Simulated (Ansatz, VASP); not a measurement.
**ZnO: VASP beside Ansatz**

Contents of INCAR:

```
SYSTEM = ZnO
PREC = Accurate
ENCUT = 520
EDIFF = 1E-7
ISMEAR = 0
SIGMA = 0.01
LREAL = .FALSE.
LASPH = .TRUE.
NELM = 100
ALGO = Normal
ISIF = 2
LWAVE = .FALSE.
LCHARG = .TRUE.
GGA = PE
LELF = .TRUE.
LVHAR = .TRUE.
NBANDS = 26
```

Contents of KPOINTS:

```
regular mesh
0
G
  12 12 6
  0 0 0
```

File POSCAR:

```
ZnO
1.0
    3.2793907744      0.0000000000      0.0000000000
   -1.6396953872      2.8400357196      0.0000000000
    0.0000000000      0.0000000000      5.2932331765
Zn O
2 2
Direct
    0.6666666667      0.3333333333      0.5006044112
    0.3333333333      0.6666666667      0.0006044112
    0.6666666667      0.3333333333      0.8797055888
    0.3333333333      0.6666666667      0.3797055888
```

Input for Ansatz:

```yaml
crystal:
  lattice:
    - [3.2793907744, 0.0, 0.0]
    - [-1.6396953872, 2.8400357196, 0.0]
    - [0.0, 0.0, 5.2932331765]
  atoms:
    - { symbol: Zn, position: [0.6666666667, 0.3333333333, 0.5006044112] }
    - { symbol: Zn, position: [0.3333333333, 0.6666666667, 0.0006044112] }
    - { symbol: O, position: [0.6666666667, 0.3333333333, 0.8797055888] }
    - { symbol: O, position: [0.3333333333, 0.6666666667, 0.3797055888] }
basis:
  ecutwfc: 420
  xc_grid: 2
kpoints:
  mp_grid: { grid: [12, 12, 6] }
  band_path: { path: [VBM, CBM], npoints: 2 }
hamiltonian:
  xc: pbe
scf:
  occupations: { method: gaussian, width: 0.01 }
output:
  forces: true
  stress: true
  eigenvalues: true
```

Alike in both runs: task single point; functional PBE; k mesh 12 × 12 × 6; occupations gaussian, width 0.01 eV; no spin polarisation.

```csv
,VASP,Ansatz
version,VASP 6.6.1,Ansatz 0.2.0
potentials or method,"VASP PAW PBE potentials, release 64 (Zn, O), cutoff 520 eV","scalar-relativistic, plane waves, PAW"
valence electrons in the cell,36,36
```

|  | VASP | Ansatz | Ansatz less VASP |
| --- | --- | --- | --- |
| gap on the k mesh at the Fermi level (eV) | 0.73 | 0.74 | +0.016 |
| least direct gap on the mesh (eV) | 0.73 | 0.74 | +0.016 |
| pressure (GPa) | 0.9 | 0.0 | -0.90 |
